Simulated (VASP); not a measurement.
Set up this calculation in VASP 6.6.1, as the native input.

```
Task                   : single point
Functional             : PBE
Potentials or basis    : VASP PAW PBE potentials, release 64 (Cu, O)
Cutoff                 : 520 eV
k mesh                 : 8 × 8 × 5
Occupations            : fermi-dirac, width 0.05 eV
Spin                   : no spin polarisation
Dipole correction      : no
Further INCAR settings : ALGO = Normal; EDIFF = 1e-07; NBANDS = 25
```

The structure of CuO lies in POSCAR:

```
CuO
1.0
    2.0108776800     -2.1750855000      0.0000000000
    2.0108776800      2.1750855000      0.0000000000
    0.0000000000      0.0000000000      5.1559280000
Cu O
2 2
Direct
    0.5000000000      0.0000000000      0.0000000000
    0.0000000000      0.5000000000      0.5000000000
    0.5000000000      0.5000000000      0.2500000000
    0.5000000000      0.5000000000      0.7500000000
```

These files were run (other wordings do the same):

INCAR

```
SYSTEM = CuO
  PREC = Accurate
  ENCUT = 520
  EDIFF = 1E-7
  ISMEAR = -1
  SIGMA = 0.05
  LREAL = .False.
  LASPH = .True.
  NELM = 60
  ALGO = Normal
  ISIF = 2
  LWAVE = .False.
  LCHARG = .True.
  GGA = PE
  LELF = .True.
  LVHAR = .True.
  NBANDS = 25
```

KPOINTS

```
Automatic mesh
0
Gamma
  8 8 5
  0 0 0
```

Potentials or basis: VASP PAW PBE potentials, release 64 (Cu, O).

The run is started by

```console
$ cat potpaw_PBE.64/Cu/POTCAR potpaw_PBE.64/O/POTCAR > POTCAR
$ mpirun -np 1 vasp_std > vasp.out
```

Results of the run:

* Pressure: -0.6 GPa
* Band gap on the k mesh: zero (band 17 reaches 5.24 eV, above the bottom of band 18 at 4.40 eV)

Caveat: semilocal functionals often make such compounds metallic where correlation or magnetic order opens a gap, which also shifts bond lengths.

It took 46 s on 1 thread of AMD EPYC 9R45 96-Core Processor (Zen 5), on a shared host, peak memory 0.17 GiB.
